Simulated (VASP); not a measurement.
# Ag (Im-3m) in VASP: a series of runs

Ag is run at these levels: PBEsol; tasks: single point, relaxation of cell and atoms.

Everything below comes from runs of VASP 6.6.1. Logs are shortened: lines on timing, memory, paths and dates and some standing lists are left out, and cuts for length are marked.

## Step 1: The cell of the first run

The structure is cubic, space group Im-3m (No. 229). Conventional cell: a = 3.021 Å, b = 3.021 Å, c = 3.021 Å, α = 90.00°, β = 90.00°, γ = 90.00°. Ag (site symmetry m-3m) has 14 Ag at 2.62 to 3.02 Å within 3.5 Å.

## Step 2: Single point, PBEsol

INCAR

```
ALGO = Normal
EDIFF = 1E-7
ENCUT = 520
GGA = PS
ISIF = 2
ISMEAR = -1
LASPH = T
LCHARG = T
LELF = T
LREAL = F
LVHAR = T
LWAVE = F
NBANDS = 12
NELM = 100
PREC = Accurate
SIGMA = 0.1
```

KPOINTS

```
k-points
0
Gamma
  9 9 9
```

POSCAR

```
Ag
1.0
   -1.5102852046      1.5102852046      1.5102852046
    1.5102852046     -1.5102852046      1.5102852046
    1.5102852046      1.5102852046     -1.5102852046
Ag
1
Direct
    0.0000000000      0.0000000000      0.0000000000
```

Potentials or basis: VASP PAW PBE potentials, release 64 (Ag).

Command:

```
cat potpaw_PBE.64/Ag/POTCAR > POTCAR
mpirun -np 1 vasp_std > vasp.out
```

OUTCAR:

```text
EDIFF = 1E-7
   ENCUT = 520
   GGA = PS
   ISIF = 2
   ISMEAR = -1
   LASPH = T
   LREAL = F
   NELM = 100
   PREC = Accurate

 ion  position               nearest neighbor table
   1  0.000  0.000  0.000-

  LATTYP: Found a body centered cubic cell.
 ALAT       =     3.0205704092

  Lattice vectors:

 A1 = (  -1.5102852046,   1.5102852046,   1.5102852046)
 A2 = (   1.5102852046,  -1.5102852046,   1.5102852046)
 A3 = (   1.5102852046,   1.5102852046,  -1.5102852046)

Analysis of symmetry for initial positions (statically):
=====================================================================
 Subroutine PRICEL returns:
 Original cell was already a primitive cell.

 Routine SETGRP: Setting up the symmetry group for a
 body centered cubic supercell.

 Subroutine GETGRP returns: Found 48 space group operations
 (whereof 48 operations were pure point group operations)
 out of a pool of 48 trial point group operations.

The static configuration has the point symmetry O_h .

Analysis of symmetry for dynamics (positions and initial velocities):
=====================================================================
 Subroutine PRICEL returns:
 Original cell was already a primitive cell.

 Routine SETGRP: Setting up the symmetry group for a
 body centered cubic supercell.

 Subroutine GETGRP returns: Found 48 space group operations
 (whereof 48 operations were pure point group operations)
 out of a pool of 48 trial point group operations.

The dynamic configuration has the point symmetry O_h .

 Subroutine INISYM returns: Found 48 space group operations
 (whereof 48 operations are pure point group operations),
 and found     1 'primitive' translations

----------------------------------------------------------------------------------------

                                     Primitive cell

  volume of cell :      13.7796

  direct lattice vectors                    reciprocal lattice vectors
    -1.510285205  1.510285205  1.510285205     0.000000000  0.331063297  0.331063297
     1.510285205 -1.510285205  1.510285205     0.331063297  0.000000000  0.331063297
     1.510285205  1.510285205 -1.510285205     0.331063297  0.331063297  0.000000000

  length of vectors
     2.615890708  2.615890708  2.615890708     0.468194205  0.468194205  0.468194205

  position of ions in fractional coordinates (direct lattice)
     0.000000000  0.000000000  0.000000000

  ion indices of the primitive-cell ions
   primitive index   ion index
                 1           1

----------------------------------------------------------------------------------------

 KPOINTS: k-points

Automatic generation of k-mesh.
 Grid dimensions read from file:
 generate k-points for:    9    9    9

 Generating k-lattice:

  Cartesian coordinates                     Fractional coordinates (reciprocal lattice)
     0.000000000  0.036784811  0.036784811     0.111111111  0.000000000  0.000000000
     0.036784811  0.000000000  0.036784811     0.000000000  0.111111111  0.000000000
     0.036784811  0.036784811  0.000000000     0.000000000  0.000000000  0.111111111

  Length of vectors
     0.052021578  0.052021578  0.052021578

  Shift w.r.t. Gamma in fractional coordinates (k-lattice)
     0.000000000  0.000000000  0.000000000

 Subroutine IBZKPT returns following result:
 ===========================================

 Found     35 irreducible k-points:

 Following reciprocal coordinates:
            Coordinates               Weight
  0.000000  0.000000  0.000000      1.000000
  0.111111  0.000000  0.000000     12.000000
  0.222222  0.000000  0.000000     12.000000
  0.333333  0.000000  0.000000     12.000000
  0.444444  0.000000  0.000000     12.000000
  0.111111  0.111111  0.000000     24.000000
[... 16 lines left out ...]
 -0.333333  0.444444  0.111111     48.000000
 -0.444444 -0.444444  0.111111     24.000000
 [... further k-points ...]
   k-points           NKPTS =     35   k-points in BZ     NKDIM =     35   number of bands    NBANDS=     12
   number of dos      NEDOS =    301   number of ions     NIONS =      1
   total plane-waves  NPLWV =   8000
   dimension x,y,z NGX =    20 NGY =   20 NGZ =   20
   dimension x,y,z NGXF=    40 NGYF=   40 NGZF=   40
   ions per type =               1
   NGX,Y,Z   is equivalent  to a cutoff of  12.71, 12.71, 12.71 a.u.
   NGXF,Y,Z  is equivalent  to a cutoff of  25.42, 25.42, 25.42 a.u.
 SYSTEM =  unknown system
   PREC   = accura    normal or accurate (medium, high low for compatibility)
   ISTART =      0    job   : 0-new  1-cont  2-samecut
   ICHARG =      2    charge: 1-file 2-atom 10-const
   ISPIN  =      1    spin polarized calculation?
   LNONCOLLINEAR =      F non collinear calculations
   LSORBIT =      F    spin-orbit coupling
   LASPH  =      T    aspherical Exc in radial PAW
   ENCUT  =  520.0 eV  38.22 Ry    6.18 a.u.   4.86  4.86  4.86*2*pi/ulx,y,z
   NELM   =    100;   NELMIN=  2; NELMDL= -5     # of ELM steps
   EDIFF  = 0.1E-06   stopping-criterion for ELM
   LREAL  =      F    real-space projection
   EDIFFG = 0.1E-05   stopping-criterion for IOM
   NSW    =      0    number of steps for IOM
   IBRION =     -1    ionic relax: 0-MD 1-quasi-New 2-CG
   NFREE  =      0    steps in history (QN), initial steepest desc. (CG)
   ISIF   =      2    stress and relaxation
   ISYM   =      2    0-nonsym 1-usesym 2-fastsym
   POTIM  = 0.5000    time-step for ionic-motion
   TEBEG  =    0.0;   TEEND  =   0.0 temperature during run
   PSTRESS=    0.0 pullay stress
   NELECT =      11.0000    total number of electrons
   NUPDOWN=      -1.0000    fix difference up-down
   EMIN   =  10.00;   EMAX   =-10.00  energy-range for DOS
   EFERMI =   0.00;   METHOD = LEGACY
   ISMEAR =    -1;   SIGMA  =   0.10  broadening in eV -4-tet -1-fermi 0-gaus
   EFERMI_NEDOS =   21; number of points for ismear=-14 and -15
   IALGO  =     38    algorithm
   IMIX   =      4    mixing-type and parameters
     AMIX     =   0.40;   BMIX     =  1.00
     AMIX_MAG =   1.60;   BMIX_MAG =  1.00
  volume/ion in A,a.u.               =      13.78        92.99
  Fermi-wavevector in a.u.,A,eV,Ry     =   1.518658  2.869848 31.379434  2.306323
  Thomas-Fermi vector in A             =   2.627749
   LORBIT       =      0    0 simple, 1 ext, 2 COOP (PROOUT), +10 PAW based schemes
   GGA     = PS    functional components
   LHFCALC =     F    Hartree Fock is set to
   AEXX    =    0.0000 exact exchange contribution
   IVDW    =     0    specifies the selected vdW correction
   LEPSILON=     F    determine dielectric tensor
   LRPA    =     F    only Hartree local field effects (RPA)
 non-spin polarized calculation
  energy-cutoff  :      520.00
  volume of cell :       13.78
 maximum number of plane-waves:       381
   NGX =  9   NGY =  9   NGZ =  9

 number of electron      11.0000002 magnetization

 Free energy of the ion-electron system (eV)
  ---------------------------------------------------
  ext. energy  EPLUGINS =         0.00000000
  ---------------------------------------------------
  free energy    TOTEN  =        -2.99068651 eV

  energy without entropy =       -2.97712708  energy(sigma->0) =       -2.98390680

 E-fermi :  11.6094     XC(G=0): -13.7286

 val. band max:       10.6928498636   @ k =  -0.3333   0.3333   0.2222
 cond. band min:      11.6109288998   @ k =  -0.4444   0.4444   0.1111
 fundamental gap:      0.9180790363
 Fermi energy:        11.6093940372

 k-point     1 :       0.0000    0.0000    0.0000
  band No.  band energies     occupation
      1       2.0332      2.00000
      2       5.7424      2.00000
      3       5.7424      2.00000
      4       5.7424      2.00000
      5       7.6461      2.00000
      6       7.6461      2.00000
      7      30.1212      0.00000
      8      30.1212      0.00000
      9      30.1212      0.00000
     10      38.6748      0.00000
     11      38.6748      0.00000
     12      40.3371      0.00000

 k-point     2 :       0.1111    0.0000    0.0000
  band No.  band energies     occupation
      1       2.5084      2.00000
      2       5.5958      2.00000
      3       5.7560      2.00000
      4       6.0678      2.00000
      5       7.4936      2.00000
      6       7.6581      2.00000
      7      29.5169      0.00000
      8      30.0554      0.00000
      9      30.6484      0.00000
     10      36.0787      0.00000
     11      36.7487      0.00000
     12      37.9122      0.00000

 k-point     3 :       0.2222    0.0000    0.0000
  band No.  band energies     occupation
      1       3.5687      2.00000
      2       5.2414      2.00000
      3       5.9891      2.00000
      4       6.9592      2.00000
      5       7.3358      2.00000
      6       7.7030      2.00000
      7      26.5050      0.00000
      8      28.7879      0.00000
      9      31.9914      0.00000
     10      34.0026      0.00000
     11      35.2766      0.00000
     12      35.9847      0.00000
[... 286 lines left out ...]
 k-point    23 :      -0.3333    0.4444    0.1111
  band No.  band energies     occupation
      1       4.4674      2.00000
      2       5.2299      2.00000
      3       5.9995      2.00000
      4       7.1390      2.00000
      5       8.3628      2.00000
      6      11.6468      0.81496
      7      20.4432      0.00000
      8      23.5921      0.00000
      9      28.9188      0.00000
     10      32.2633      0.00000
     11      35.9525      0.00000
     12      40.7102      0.00000

 k-point    24 :      -0.4444   -0.4444    0.1111
  band No.  band energies     occupation
      1       4.2791      2.00000
      2       5.2535      2.00000
      3       5.9826      2.00000
      4       7.2626      2.00000
      5       8.7522      2.00000
      6      14.0632      0.00000
      7      17.3397      0.00000
      8      22.9183      0.00000
      9      28.2919      0.00000
     10      33.9179      0.00000
     11      34.8255      0.00000
     12      40.7508      0.00000

 [... further k-points ...]

------------------------ aborting loop because EDIFF is reached ----------------------------------------

  FORCE on cell =-STRESS in cart. coord.  units (eV):
  Direction    XX          YY          ZZ          XY          YZ          ZX
  --------------------------------------------------------------------------------------
  -------------------------------------------------------------------------------------
  Total        3.3827969      3.3827969      3.3827969      0.0000000     -0.0000000      0.0000000
  in kB      393.3232378    393.3232378    393.3232378      0.0000000     -0.0000000      0.0000000
  external PRESSURE =     393.3232378 kB  Pullay stress =       0.0000000 kB

 VOLUME and BASIS-vectors are now :
 -----------------------------------------------------------------------------
  energy-cutoff  :      520.00
  volume of cell :       13.78
      direct lattice vectors                 reciprocal lattice vectors
    -1.510285205  1.510285205  1.510285205     0.000000000  0.331063297  0.331063297
     1.510285205 -1.510285205  1.510285205     0.331063297  0.000000000  0.331063297
     1.510285205  1.510285205 -1.510285205     0.331063297  0.331063297  0.000000000

 POSITION                                       TOTAL-FORCE (eV/Angst)
 -----------------------------------------------------------------------------------
      0.00000      0.00000      0.00000         0.000000      0.000000      0.000000
 -----------------------------------------------------------------------------------
    total drift:                                0.000000      0.000000      0.000000

  FREE ENERGIE OF THE ION-ELECTRON SYSTEM (eV)
  ---------------------------------------------------
  free  energy   TOTEN  =        -2.9906865141 eV

  energy  without entropy=       -2.9771270812  energy(sigma->0) =       -2.98390680
```

Run time: 11 s. Hardware: 1 thread of Intel Xeon 8259CL, shared host; peak memory 0.13 GiB.

Results:

```
Free energy : -2.9907 eV
Pressure    : 39.3 GPa
```

Caveat: the PAW data sets were made with another functional, which shifts forces and pressure a little.

## Step 3: Single point, PBEsol

This run uses another cell than the first one, of 16.80 Å³/atom, 1.219 times its volume.

INCAR

```
  ALGO = Normal
  EDIFF = 1E-6
  ENCUT = 520
  GGA = PS
  ISIF = 2
  ISMEAR = -1
  LASPH = T
  LCHARG = T
  LELF = T
  LREAL = F
  LVHAR = T
  LWAVE = F
  NBANDS = 12
  NELM = 100
  PREC = Accurate
  SIGMA = 0.1
```

KPOINTS is that of step 2.

POSCAR

```
Ag
1.0
   -1.6133649663      1.6133649663      1.6133649663
    1.6133649663     -1.6133649663      1.6133649663
    1.6133649663      1.6133649663     -1.6133649663
Ag
1
Direct
    0.0000000000      0.0000000000      0.0000000000
```

Potentials or basis: VASP PAW PBE potentials, release 64 (Ag).

Command:

```
cat potpaw_PBE.64/Ag/POTCAR > POTCAR
mpirun -np 1 vasp_std > vasp.out
```

It took 11 s on 1 thread of Intel Xeon 8259CL, shared host; peak memory 0.14 GiB.

Results (log left out):

* Free energy: -3.2885 eV
* Pressure: -0.3 GPa

Levels at points of the mesh, in eV from the Fermi level:
```tsv
k point	band 3	band 4	band 5	band 6	band 7	band 8	band 9	band 10
(0.00, 0.00, 0.00)	-4.90	-4.90	-3.51	-3.51	18.04	18.04	18.04	24.58
```

Caveat: the PAW data sets were made with another functional, which shifts forces and pressure a little.

## Step 4: Relaxation of cell and atoms, PBEsol

This run uses another cell than the first one, of 18.15 Å³/atom, 1.317 times its volume.

INCAR

```
SYSTEM = Ag
PREC     = Accurate       ! precision mode
ENCUT    = 600            ! plane-wave cutoff, eV
EDIFF    = 1E-6           ! SCF threshold, eV
ISMEAR   = -1             ! smearing method
SIGMA    = 0.1            ! smearing width, eV
LREAL    = .FALSE.        ! projectors in reciprocal space
LASPH    = .TRUE.         ! aspherical terms in the spheres
NELM     = 60             ! most SCF steps
ALGO     = Normal         ! electronic algorithm
ISIF     = 3              ! what is computed and relaxed
LWAVE    = .FALSE.        ! write WAVECAR
LCHARG   = .FALSE.        ! write CHGCAR
GGA      = PS             ! functional
IBRION   = 2              ! ionic algorithm
NSW      = 80             ! ionic steps
EDIFFG   = -0.02          ! ionic threshold
```

KPOINTS

```
Automatic mesh
0
G
  9 9 9
  0 0 0
```

POSCAR

```
Ag
1.0
   -1.6556540000      1.6556540000      1.6556540000
    1.6556540000     -1.6556540000      1.6556540000
    1.6556540000      1.6556540000     -1.6556540000
Ag
1
Direct
    0.0000000000      0.0000000000      0.0000000000
```

Command:

```
cat potpaw_PBE.64/Ag/POTCAR > POTCAR
mpirun -np 1 vasp_std > vasp.out
```

Wall time 16 s (1 thread of Intel Xeon 8259CL, shared host); peak memory 0.15 GiB.

The run converged. Its results:

- Free energy: -3.2894 eV
- Relaxed volume: 16.77 Å³/atom
- Relaxed cell: a = 2.793 Å, b = 2.793 Å, c = 2.793 Å, α = 109.47°, β = 109.47°, γ = 109.47°
- Space group after relaxing (to 0.05 Å): Im-3m (No. 229)
- Energy gained by relaxing: 35.2 meV/atom
- Ionic steps: 3
- Pressure after relaxing: 0.0 GPa

The path:
```
step  energy change (eV)  largest force (eV/Å)  pressure (GPa)  volume (Å³)
   1              0.0000                0.0000           -7.42        18.15
   2             -0.0223                0.0000            5.91        16.03
   3             -0.0352                0.0000           -0.03        16.77
```

Final structure:
```xyz
1
Lattice="-1.6124 1.6124 1.6124 1.6124 -1.6124 1.6124 1.6124 1.6124 -1.6124" Properties=species:S:1:pos:R:3 pbc="T T T"
Ag    0.0000    0.0000    0.0000
```

Levels at points of the mesh, in eV from the Fermi level:
```csv
k point,band 3,band 4,band 5,band 6,band 7,band 8,band 9
"(0.00, 0.00, 0.00)",-4.91,-4.91,-3.52,-3.52,18.05,18.05,18.05
```

Caveat: the PAW data sets were made with another functional, which shifts forces and pressure a little.

## Step 5: Relaxation of cell and atoms, PBEsol, target pressure 20 GPa, at which the enthalpy is minimised

This run uses another cell than the first one, of 18.15 Å³/atom, 1.317 times its volume.

INCAR

```
ALGO     = Normal         # electronic algorithm
EDIFF    = 1E-6           # SCF threshold, eV
EDIFFG   = -0.02          # ionic threshold
ENCUT    = 600            # plane-wave cutoff, eV
GGA      = PS             # functional
IBRION   = 2              # ionic algorithm
ISIF     = 3              # what is computed and relaxed
ISMEAR   = -1             # smearing method
LASPH    = T              # aspherical terms in the spheres
LCHARG   = F              # write CHGCAR
LREAL    = F              # projectors in reciprocal space
LWAVE    = F              # write WAVECAR
NELM     = 80             # most SCF steps
NSW      = 80             # ionic steps
PREC     = Accurate       # precision mode
PSTRESS  = 200.0        
SIGMA    = 0.1            # smearing width, eV
```

KPOINTS

```
k-points
0
Gamma
  9 9 9
```

POSCAR is that of step 4.

Command:

```
cat potpaw_PBE.64/Ag/POTCAR > POTCAR
mpirun -np 1 vasp_std > vasp.out
```

Wall time 30 s (1 thread of Intel Xeon 8259CL, shared host); peak memory 0.15 GiB.

The run converged. Its results:

```yaml
Free_energy: -3.1828 eV
Relaxed_volume: 14.83 Å³/atom
Relaxed_cell: a = 2.681 Å, b = 2.681 Å, c = 2.681 Å, α = 109.47°, β = 109.47°, γ = 109.47°
Space_group_after_relaxing_to_0.05_Å: Im-3m (No. 229)
Energy_change_on_relaxing_the_enthalpy_is_what_falls: +71.4 meV/atom
Ionic_steps: 5
Pressure_after_relaxing: 20.1 GPa
```

The path:
| step | energy change (eV) | largest force (eV/Å) | pressure (GPa) | volume (Å³) |
| --- | --- | --- | --- | --- |
| 1 | 0.0000 | 0.0000 | -7.42 | 18.15 |
| 2 | 1.6291 | 0.0000 | 146.76 | 11.15 |
| 3 | 0.0449 | 0.0000 | 16.90 | 15.06 |
| 4 | 0.0602 | 0.0000 | 18.73 | 14.92 |
| 5 | 0.0714 | 0.0000 | 20.11 | 14.83 |

Final structure:
```xyz
1
Lattice="-1.5477 1.5477 1.5477 1.5477 -1.5477 1.5477 1.5477 1.5477 -1.5477" Properties=species:S:1:pos:R:3 pbc="T T T"
Ag    0.0000    0.0000    0.0000
```

Levels at points of the mesh, in eV from the Fermi level:
```csv
k point,band 2,band 3,band 4,band 5,band 6,band 7,band 8,band 9
"(0.00, 0.00, 0.00)",-5.47,-5.47,-5.47,-3.77,-3.77,18.38,18.38,18.38
```

Caveat: the cell is relaxed towards a set pressure, so the enthalpy falls and the energy may rise; the volume moved by over 15 % at a fixed basis, so the end points are rough; the PAW data sets were made with another functional, which shifts forces and pressure a little.

## Step 6: Overview

| task | cell | cutoff (eV) | gap on the mesh (eV) | pressure (GPa) |
| --- | --- | --- | --- | --- |
| single point | a = 2.616 Å, angles 109.5°, 1 atom | 520 | none | 39.3 |
| single point | a = 2.794 Å, angles 109.5°, 1 atom | 520 | none | -0.3 |
| relaxation of cell and atoms | relaxed from a = 2.868 Å, angles 109.5°, 1 atom | 600 | none | 0.0 |
| relaxation of cell and atoms | relaxed to 20 GPa from a = 2.868 Å, angles 109.5°, 1 atom | 600 | none | 20.1 |

Alike in all rows: level PBEsol; potentials or basis VASP PAW PBE potentials, release 64 (Ag); no spin polarisation; k mesh 9 × 9 × 9; smearing fermi-dirac 0.1 eV.

Caveats: the PAW data sets were made with another functional, which shifts forces and pressure a little; the cell is relaxed towards a set pressure, so the enthalpy falls and the energy may rise (some runs); the volume moved by over 15 % at a fixed basis, so the end points are rough (some runs).

Total energies depend on the potentials used, so only differences within one code and one set of settings carry meaning.
